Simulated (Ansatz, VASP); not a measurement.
## One calculation of AlCo, two programs

The input INCAR:

```
  ALGO = Normal
  EDIFF = 1E-7
  ENCUT = 520
  GGA = PS
  ISIF = 2
  ISMEAR = 0
  LASPH = T
  LCHARG = T
  LELF = T
  LREAL = F
  LVHAR = T
  LWAVE = F
  NBANDS = 13
  NELM = 60
  PREC = Accurate
  SIGMA = 0.15
```

The input KPOINTS:

```
k-points
0
Gamma
  22 22 22
```

POSCAR

```
AlCo
1.0
    2.8225855357      0.0000000000      0.0000000000
    0.0000000000      2.8225855357      0.0000000000
    0.0000000000      0.0000000000      2.8225855357
Al Co
1 1
Direct
    0.0000000000      0.0000000000      0.0000000000
    0.5000000000      0.5000000000      0.5000000000
```

Input for Ansatz:

```yaml
crystal:
  lattice:
    - [2.8225855357, 0.0, 0.0]
    - [0.0, 2.8225855357, 0.0]
    - [0.0, 0.0, 2.8225855357]
  atoms:
    - { symbol: Al, position: [0.0, 0.0, 0.0] }
    - { symbol: Co, position: [0.5, 0.5, 0.5] }
basis:
  ecutwfc: 420
kpoints:
  mp_grid: { grid: [22, 22, 22] }
hamiltonian:
  xc: pbesol
scf:
  occupations: { method: gaussian, width: 0.15 }
output:
  forces: true
  stress: true
  eigenvalues: true
```

Alike in both runs: task single point; functional PBEsol; k mesh 22 × 22 × 22; occupations gaussian, width 0.15 eV; no spin polarisation.

```csv
,VASP,Ansatz
version,VASP 6.6.1,Ansatz 0.2.0
potentials or method,"VASP PAW PBE potentials, release 64 (Al, Co), cutoff 520 eV","scalar-relativistic, plane waves, PAW"
valence electrons in the cell,12,20
```

```tsv
	VASP	Ansatz	Ansatz less VASP
gap on the k mesh at the Fermi level (eV)	none	none	-
pressure (GPa)	0.1	0.0	-0.08
```

VASP's potentials were made for PBE, not for PBEsol. A gap of «none» marks a metal or a gap that the smearing closes. VASP's potentials hold 12 valence electrons a cell and Ansatz's 20, so a difference there can come from the potentials and not from the codes.
